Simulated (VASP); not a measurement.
Wanted: the native input for a VASP 6.6.1 run.

```yaml
Task: single point
Functional: r2SCAN
Potentials_or_basis: VASP PAW PBE potentials, release 64 (Sr_sv, O)
Cutoff: 520 eV
k_mesh: 8 × 8 × 8
Occupations: gaussian, width 0.05 eV
Spin: no spin polarisation
Dipole_correction: no
Further_INCAR_settings: ALGO = Normal; EDIFF = 1e-07; NBANDS = 15
```

SrO:

```
CELL_PARAMETERS angstrom
0.00000 2.56980 2.56980
2.56980 0.00000 2.56980
2.56980 2.56980 0.00000
ATOMIC_POSITIONS crystal
Sr 0.02919 0.97081 0.91244
O 0.50000 0.50000 0.50000
```

This cell differs from its parent crystal: atom 1 (Sr) moved by (-0.300, -0.150) A along x and y.

The input as run:

POSCAR

```
SrO
1.0
    0.0000000000      2.5698000000      2.5698000000
    2.5698000000      0.0000000000      2.5698000000
    2.5698000000      2.5698000000      0.0000000000
Sr O
1 1
Direct
    0.0291851506     -0.0291851506     -0.0875554518
    0.5000000000      0.5000000000      0.5000000000
```

INCAR.step1

```
SYSTEM = SrO
ALGO = Normal
EDIFF = 1E-4
ENCUT = 520
GGA = PE
ISMEAR = 0
LASPH = .True.
LCHARG = .False.
LREAL = .False.
LWAVE = .True.
NBANDS = 15
NELM = 80
PREC = Accurate
SIGMA = 0.05
```

INCAR.step2

```
SYSTEM = SrO
ALGO = Normal
EDIFF = 1E-7
ENCUT = 520
ISIF = 2
ISMEAR = 0
ISTART = 1
LASPH = .True.
LCHARG = .True.
LELF = .True.
LMIXTAU = .True.
LREAL = .False.
LVHAR = .True.
LWAVE = .False.
METAGGA = R2SCAN
NBANDS = 15
NELM = 80
PREC = Accurate
SIGMA = 0.05
```

KPOINTS

```
k-points
0
Gamma
  8 8 8
  0 0 0
```

Potentials or basis: VASP PAW PBE potentials, release 64 (Sr_sv, O).

Launch:

```sh
$ cat potpaw_PBE.64/Sr_sv/POTCAR potpaw_PBE.64/O/POTCAR > POTCAR
$ cp INCAR.step1 INCAR
$ mpirun -np 1 vasp_std > vasp.out
$ cp INCAR.step2 INCAR
$ mpirun -np 1 vasp_std > vasp.out
```

Results of the run:

```
Pressure               : 5.2 GPa
Largest force          : 1.277 eV/Å
Band gap on the k mesh : 4.03 eV, indirect (least direct gap 4.06 eV)
```

Caveat: the cell differs from its parent crystal (atom 1 (Sr) moved by (-0.300, -0.150) A along x and y); the PAW data sets were made with another functional, which shifts forces and pressure a little.

Wall time 4.4 min on 1 thread of Intel(R) Xeon(R) Platinum 8375C CPU @ 2.90GHz (Ice Lake) (shared host), peak memory 0.22 GiB.
